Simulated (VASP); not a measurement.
Input of a VASP 6.6.1 run:

The input POSCAR:

```
W
1.0
   -1.6121675300      1.6121675300      1.6121675300
    3.2243350700     -3.2243350700      3.2243350700
    1.6121675300      1.6121675300     -1.6121675300
W
2
Direct
    0.0000000000      0.0000000000      0.0000000000
    0.0000000000      0.5000000000      0.0000000000
```

File INCAR.step1:

```
PREC = Accurate
ENCUT = 520
ISMEAR = -1
SIGMA = 0.1
LREAL = False
LASPH = True
NELM = 60
NBANDS = 21
GGA = PE
ALGO = Normal
EDIFF = 1E-4
LWAVE = True
LCHARG = False
```

Contents of INCAR.step2:

```
PREC = Accurate
ENCUT = 520
EDIFF = 1E-7
ISMEAR = -1
SIGMA = 0.1
LREAL = False
LASPH = True
NELM = 60
ALGO = Normal
ISIF = 2
LWAVE = False
LCHARG = False
METAGGA = R2SCAN
LMIXTAU = True
NBANDS = 21
ISTART = 1
```

Contents of KPOINTS:

```
Automatic mesh
0
Gamma
  14 7 14
```

Potentials or basis: VASP PAW PBE potentials, release 64 (W_sv).

Launch:

```sh
$ cat potpaw_PBE.64/W_sv/POTCAR > POTCAR
$ cp INCAR.step1 INCAR
$ mpirun -np 1 vasp_std > vasp.out
$ cp INCAR.step2 INCAR
$ mpirun -np 1 vasp_std > vasp.out
```

Q: Predict the pressure.

A: -13.9 GPa.

Q: Predict the band gap on the k mesh.

A: Zero (bands 14 and 15 overlap by 3.32 eV).

Caveat: the cell stands under tension; the PAW data sets were made with another functional, which shifts forces and pressure a little; spin-orbit coupling is left out, which moves the levels of the heavy elements.
